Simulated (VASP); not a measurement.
# Sb (Pm-3m) in VASP: a series of runs

The runs below take Sb through single point, with PBE.

Everything below comes from runs of VASP 6.6.1. Logs are shortened: lines on timing, memory, paths and dates and some standing lists are left out, and cuts for length are marked.

## Step 1: The cell of the first run

It takes space group Pm-3m (No. 221, cubic). The conventional cell has a = 2.981 Å, b = 2.981 Å, c = 2.981 Å, α = 90.00°, β = 90.00°, γ = 90.00°. Within 3.9 Å of Sb (site symmetry m-3m) lie 6 Sb at 2.98 Å.

## Step 2: Single point, PBE (volume scaled by 0.88)

INCAR reads:

```
SYSTEM = Sb
PREC = Accurate
ENCUT = 520
EDIFF = 1E-6
ISMEAR = 0
SIGMA = 0.1
LREAL = .FALSE.
LASPH = .TRUE.
NELM = 80
ALGO = Normal
ISIF = 2
LWAVE = .FALSE.
LCHARG = .TRUE.
GGA = PE
LELF = .TRUE.
LVHAR = .TRUE.
NBANDS = 8
```

KPOINTS reads:

```
Automatic mesh
0
G
  14 14 14
  0 0 0
```

POSCAR reads:

```
Sb
1.0
    2.9807051107      0.0000000000      0.0000000000
    0.0000000000      2.9807051107      0.0000000000
    0.0000000000      0.0000000000      2.9807051107
Sb
1
Direct
    0.0000000000      0.0000000000      0.0000000000
```

Potentials or basis: VASP PAW PBE potentials, release 64 (Sb).

Launch:

```
cat potpaw_PBE.64/Sb/POTCAR > POTCAR
mpirun -np 1 vasp_std > vasp.out
```

OUTCAR:

```text
SYSTEM = Sb
   PREC = Accurate
   ENCUT = 520
   EDIFF = 1E-6
   ISMEAR = 0
   LREAL = .FALSE.
   LASPH = .TRUE.
   NELM = 80
   ISIF = 2
   GGA = PE

 ion  position               nearest neighbor table
   1  0.000  0.000  0.000-

  LATTYP: Found a simple cubic cell.
 ALAT       =     2.9807051107

  Lattice vectors:

 A1 = (   2.9807051107,   0.0000000000,   0.0000000000)
 A2 = (   0.0000000000,   2.9807051107,   0.0000000000)
 A3 = (   0.0000000000,   0.0000000000,   2.9807051107)

Analysis of symmetry for initial positions (statically):
=====================================================================
 Subroutine PRICEL returns:
 Original cell was already a primitive cell.

 Routine SETGRP: Setting up the symmetry group for a
 simple cubic supercell.

 Subroutine GETGRP returns: Found 48 space group operations
 (whereof 48 operations were pure point group operations)
 out of a pool of 48 trial point group operations.

The static configuration has the point symmetry O_h .

Analysis of symmetry for dynamics (positions and initial velocities):
=====================================================================
 Subroutine PRICEL returns:
 Original cell was already a primitive cell.

 Routine SETGRP: Setting up the symmetry group for a
 simple cubic supercell.

 Subroutine GETGRP returns: Found 48 space group operations
 (whereof 48 operations were pure point group operations)
 out of a pool of 48 trial point group operations.

The dynamic configuration has the point symmetry O_h .

 Subroutine INISYM returns: Found 48 space group operations
 (whereof 48 operations are pure point group operations),
 and found     1 'primitive' translations

----------------------------------------------------------------------------------------

                                     Primitive cell

  volume of cell :      26.4824

  direct lattice vectors                    reciprocal lattice vectors
     2.980705111  0.000000000  0.000000000     0.335491088  0.000000000  0.000000000
     0.000000000  2.980705111  0.000000000     0.000000000  0.335491088  0.000000000
     0.000000000  0.000000000  2.980705111     0.000000000  0.000000000  0.335491088

  length of vectors
     2.980705111  2.980705111  2.980705111     0.335491088  0.335491088  0.335491088

  position of ions in fractional coordinates (direct lattice)
     0.000000000  0.000000000  0.000000000

  ion indices of the primitive-cell ions
   primitive index   ion index
                 1           1

----------------------------------------------------------------------------------------

 KPOINTS: Automatic mesh

Automatic generation of k-mesh.
 Grid dimensions read from file:
 generate k-points for:   14   14   14

 Generating k-lattice:

  Cartesian coordinates                     Fractional coordinates (reciprocal lattice)
     0.023963649  0.000000000  0.000000000     0.071428571  0.000000000  0.000000000
     0.000000000  0.023963649  0.000000000     0.000000000  0.071428571  0.000000000
     0.000000000  0.000000000  0.023963649     0.000000000  0.000000000  0.071428571

  Length of vectors
     0.023963649  0.023963649  0.023963649

  Shift w.r.t. Gamma in fractional coordinates (k-lattice)
     0.000000000  0.000000000  0.000000000

 Subroutine IBZKPT returns following result:
 ===========================================

 Found    120 irreducible k-points:

 Following reciprocal coordinates:
            Coordinates               Weight
  0.000000  0.000000  0.000000      1.000000
  0.071429  0.000000  0.000000      6.000000
  0.142857  0.000000  0.000000      6.000000
  0.214286  0.000000  0.000000      6.000000
  0.285714  0.000000  0.000000      6.000000
  0.357143  0.000000  0.000000      6.000000
[... 16 lines left out ...]
  0.285714  0.214286  0.000000     24.000000
  0.357143  0.214286  0.000000     24.000000
 [... further k-points ...]
   k-points           NKPTS =    120   k-points in BZ     NKDIM =    120   number of bands    NBANDS=      8
   number of dos      NEDOS =    301   number of ions     NIONS =      1
   total plane-waves  NPLWV =  13824
   dimension x,y,z NGX =    24 NGY =   24 NGZ =   24
   dimension x,y,z NGXF=    48 NGYF=   48 NGZF=   48
   ions per type =               1
   NGX,Y,Z   is equivalent  to a cutoff of  13.39, 13.39, 13.39 a.u.
   NGXF,Y,Z  is equivalent  to a cutoff of  26.77, 26.77, 26.77 a.u.
 SYSTEM =  Sb
   PREC   = accura    normal or accurate (medium, high low for compatibility)
   ISTART =      0    job   : 0-new  1-cont  2-samecut
   ICHARG =      2    charge: 1-file 2-atom 10-const
   ISPIN  =      1    spin polarized calculation?
   LNONCOLLINEAR =      F non collinear calculations
   LSORBIT =      F    spin-orbit coupling
   LASPH  =      T    aspherical Exc in radial PAW
   ENCUT  =  520.0 eV  38.22 Ry    6.18 a.u.   5.54  5.54  5.54*2*pi/ulx,y,z
   NELM   =     80;   NELMIN=  2; NELMDL= -5     # of ELM steps
   EDIFF  = 0.1E-05   stopping-criterion for ELM
   LREAL  =      F    real-space projection
   EDIFFG = 0.1E-04   stopping-criterion for IOM
   NSW    =      0    number of steps for IOM
   IBRION =     -1    ionic relax: 0-MD 1-quasi-New 2-CG
   NFREE  =      0    steps in history (QN), initial steepest desc. (CG)
   ISIF   =      2    stress and relaxation
   ISYM   =      2    0-nonsym 1-usesym 2-fastsym
   POTIM  = 0.5000    time-step for ionic-motion
   TEBEG  =    0.0;   TEEND  =   0.0 temperature during run
   PSTRESS=    0.0 pullay stress
   NELECT =       5.0000    total number of electrons
   NUPDOWN=      -1.0000    fix difference up-down
   EMIN   =  10.00;   EMAX   =-10.00  energy-range for DOS
   EFERMI =   0.00;   METHOD = LEGACY
   ISMEAR =     0;   SIGMA  =   0.10  broadening in eV -4-tet -1-fermi 0-gaus
   EFERMI_NEDOS =   21; number of points for ismear=-14 and -15
   IALGO  =     38    algorithm
   IMIX   =      4    mixing-type and parameters
     AMIX     =   0.40;   BMIX     =  1.00
     AMIX_MAG =   1.60;   BMIX_MAG =  1.00
  volume/ion in A,a.u.               =      26.48       178.71
  Fermi-wavevector in a.u.,A,eV,Ry     =   0.939173  1.774781 12.000976  0.882047
  Thomas-Fermi vector in A             =   2.066459
   LORBIT       =      0    0 simple, 1 ext, 2 COOP (PROOUT), +10 PAW based schemes
   GGA     = PE    functional components
   LHFCALC =     F    Hartree Fock is set to
   AEXX    =    0.0000 exact exchange contribution
   IVDW    =     0    specifies the selected vdW correction
   LEPSILON=     F    determine dielectric tensor
   LRPA    =     F    only Hartree local field effects (RPA)
 non-spin polarized calculation
 Gauss-broadening in eV      SIGMA  =   0.10
  energy-cutoff  :      520.00
  volume of cell :       26.48
 maximum number of plane-waves:       739
 NGX is ok and might be reduce to    24
   NGX = 11   NGY = 11   NGZ = 11

 number of electron       5.0000001 magnetization

 Free energy of the ion-electron system (eV)
  ---------------------------------------------------
  ext. energy  EPLUGINS =         0.00000000
  ---------------------------------------------------
  free energy    TOTEN  =        -4.00476460 eV

  energy without entropy =       -4.00166756  energy(sigma->0) =       -4.00321608

 E-fermi :   8.7062     XC(G=0): -10.1416

 val. band max:        8.6499701528   @ k =   0.2143   0.2143   0.1429
 cond. band min:       8.7144426610   @ k =   0.2857   0.2143   0.0714
 fundamental gap:      0.0644725083
 Fermi energy:         8.7061718435

 k-point     1 :       0.0000    0.0000    0.0000
  band No.  band energies     occupation
      1      -4.6478      2.00000
      2      12.2905      0.00000
      3      12.2905      0.00000
      4      12.2905      0.00000
      5      15.7650      0.00000
      6      15.7650      0.00000
      7      17.7331      0.00000
      8      27.0163      0.00000

 k-point     2 :       0.0714    0.0000    0.0000
  band No.  band energies     occupation
      1      -4.5643      2.00000
      2      11.2023      0.00000
      3      12.3761      0.00000
      4      12.3761      0.00000
      5      15.8266      0.00000
      6      16.4757      0.00000
      7      18.2673      0.00000
      8      26.3267      0.00000

 k-point     3 :       0.1429    0.0000    0.0000
  band No.  band energies     occupation
      1      -4.3152      2.00000
      2       9.2929      0.00000
      3      12.6272      0.00000
      4      12.6272      0.00000
      5      16.0107      0.00000
      6      17.0809      0.00000
      7      20.0291      0.00000
      8      25.1362      0.00000

 k-point     4 :       0.2143    0.0000    0.0000
  band No.  band energies     occupation
      1      -3.9064      2.00000
      2       7.3474      2.00000
      3      13.0249      0.00000
      4      13.0249      0.00000
      5      16.3155      0.00000
      6      17.5032      0.00000
      7      22.2465      0.00000
      8      23.8755      0.00000

 k-point     5 :       0.2857    0.0000    0.0000
  band No.  band energies     occupation
      1      -3.3537      2.00000
      2       5.5384      2.00000
      3      13.5316      0.00000
      4      13.5316      0.00000
      5      16.7343      0.00000
      6      17.9867      0.00000
      7      22.6612      0.00000
      8      22.6612      0.00000
[... 177 lines left out ...]
 k-point    22 :       0.2143    0.2143    0.0000
  band No.  band energies     occupation
      1      -3.1640      2.00000
      2       7.7781      2.00000
      3       8.3724      2.00000
      4      13.7682      0.00000
      5      17.3631      0.00000
      6      18.8952      0.00000
      7      21.9976      0.00000
      8      23.4367      0.00000

 k-point    23 :       0.2857    0.2143    0.0000
  band No.  band energies     occupation
      1      -2.6099      2.00000
      2       6.2192      2.00000
      3       8.6374      1.66914
      4      14.2821      0.00000
      5      17.0516      0.00000
      6      18.1714      0.00000
      7      22.6827      0.00000
      8      23.1652      0.00000

 k-point    24 :       0.3571    0.2143    0.0000
  band No.  band energies     occupation
      1      -1.9525      2.00000
      2       4.6564      2.00000
      3       9.2034      0.00000
      4      14.8373      0.00000
      5      15.8740      0.00000
      6      18.6182      0.00000
      7      22.1151      0.00000
      8      22.2131      0.00000

 [... further k-points ...]

------------------------ aborting loop because EDIFF is reached ----------------------------------------

  FORCE on cell =-STRESS in cart. coord.  units (eV):
  Direction    XX          YY          ZZ          XY          YZ          ZX
  --------------------------------------------------------------------------------------
  -------------------------------------------------------------------------------------
  Total        1.5129282      1.5129282      1.5129282      0.0000000     -0.0000000      0.0000000
  in kB       91.5317721     91.5317721     91.5317721      0.0000000     -0.0000000      0.0000000
  external PRESSURE =      91.5317721 kB  Pullay stress =       0.0000000 kB

 VOLUME and BASIS-vectors are now :
 -----------------------------------------------------------------------------
  energy-cutoff  :      520.00
  volume of cell :       26.48
      direct lattice vectors                 reciprocal lattice vectors
     2.980705111  0.000000000  0.000000000     0.335491088  0.000000000  0.000000000
     0.000000000  2.980705111  0.000000000     0.000000000  0.335491088  0.000000000
     0.000000000  0.000000000  2.980705111     0.000000000  0.000000000  0.335491088

 POSITION                                       TOTAL-FORCE (eV/Angst)
 -----------------------------------------------------------------------------------
      0.00000      0.00000      0.00000         0.000000      0.000000      0.000000
 -----------------------------------------------------------------------------------
    total drift:                                0.000000      0.000000      0.000000

  FREE ENERGIE OF THE ION-ELECTRON SYSTEM (eV)
  ---------------------------------------------------
  free  energy   TOTEN  =        -4.0047645974 eV

  energy  without entropy=       -4.0016675633  energy(sigma->0) =       -4.00321608
```

Wall time 6.9 s (1 thread of Intel Xeon 6975P-C, shared host); peak memory 0.15 GiB.

What came out:

```
Free energy : -4.0048 eV
Pressure    : 9.2 GPa
```

Caveat: spin-orbit coupling is left out, which moves the levels of the heavy elements.

## Step 3: Single point, PBE (volume scaled by 0.91)

INCAR reads:

```
  PREC = Accurate
  ENCUT = 520
  EDIFF = 1E-7
  ISMEAR = 0
  SIGMA = 0.1
  LREAL = F
  LASPH = T
  NELM = 60
  ALGO = Normal
  ISIF = 2
  LWAVE = F
  LCHARG = T
  GGA = PE
  LELF = T
  LVHAR = T
  NBANDS = 8
```

KPOINTS reads:

```
Automatic mesh
0
Gamma
  14 14 14
```

POSCAR reads:

```
Sb
1.0
    3.0141989828      0.0000000000      0.0000000000
    0.0000000000      3.0141989828      0.0000000000
    0.0000000000      0.0000000000      3.0141989828
Sb
1
Direct
    0.0000000000      0.0000000000      0.0000000000
```

Potentials or basis: VASP PAW PBE potentials, release 64 (Sb).

Launch:

```
cat potpaw_PBE.64/Sb/POTCAR > POTCAR
mpirun -np 1 vasp_std > vasp.out
```

Run time: 6.9 s. Hardware: 1 thread of Intel Xeon 6975P-C, shared host; peak memory 0.15 GiB.

The run converged. Its results:

- Free energy: -4.0480 eV
- Pressure: 6.3 GPa

Levels at points of the mesh, in eV from the Fermi level:
| k point | band 1 | band 2 | band 3 | band 4 | band 5 | band 6 | band 7 | band 8 |
| --- | --- | --- | --- | --- | --- | --- | --- | --- |
| (0.00, 0.00, 0.00) | -13.05 | 3.52 | 3.52 | 3.52 | 7.04 | 7.04 | 8.83 | 18.15 |
| (0.50, 0.00, 0.00) | -10.30 | -6.16 | 5.82 | 5.82 | 9.28 | 10.85 | 11.54 | 11.73 |
| (0.50, 0.50, 0.00) | -7.34 | -3.90 | -3.90 | 1.88 | 8.24 | 13.53 | 13.53 | 13.58 |
| (0.50, 0.50, 0.50) | -3.96 | -1.76 | -1.76 | -1.76 | 4.74 | 4.74 | 4.74 | 6.75 |

Caveat: spin-orbit coupling is left out, which moves the levels of the heavy elements.

## Step 4: Single point, PBE (volume scaled by 0.94)

INCAR reads:

```
SYSTEM = Sb
  ALGO = Normal
  EDIFF = 1E-6
  ENCUT = 520
  GGA = PE
  ISIF = 2
  ISMEAR = 0
  LASPH = .TRUE.
  LCHARG = .TRUE.
  LELF = .TRUE.
  LREAL = .FALSE.
  LVHAR = .TRUE.
  LWAVE = .FALSE.
  NBANDS = 8
  NELM = 60
  PREC = Accurate
  SIGMA = 0.1
```

KPOINTS reads:

```
k-points
0
G
  14 14 14
  0 0 0
```

POSCAR reads:

```
Sb
1.0
    3.0469645822      0.0000000000      0.0000000000
    0.0000000000      3.0469645822      0.0000000000
    0.0000000000      0.0000000000      3.0469645822
Sb
1
Direct
    0.0000000000      0.0000000000      0.0000000000
```

Launch:

```
cat potpaw_PBE.64/Sb/POTCAR > POTCAR
mpirun -np 1 vasp_std > vasp.out
```

It took 6.7 s on 1 thread of Intel Xeon 6975P-C, shared host; peak memory 0.15 GiB.

The run converged. Its results:

```
Free energy : -4.0762 eV
Pressure    : 3.8 GPa
```

Levels at points of the mesh, in eV from the Fermi level:
```csv
k point,band 1,band 2,band 3,band 4,band 5,band 6,band 7
"(0.00, 0.00, 0.00)",-12.76,3.45,3.45,3.45,7.02,7.02,8.64
"(0.50, 0.00, 0.00)",-10.14,-5.91,5.64,5.64,9.20,10.78,11.55
"(0.50, 0.50, 0.00)",-7.34,-3.73,-3.73,2.03,7.90,13.32,13.45
"(0.50, 0.50, 0.50)",-4.16,-1.68,-1.68,-1.68,4.80,4.80,4.80
```

Caveat: spin-orbit coupling is left out, which moves the levels of the heavy elements.

[end of part 1 of 2]
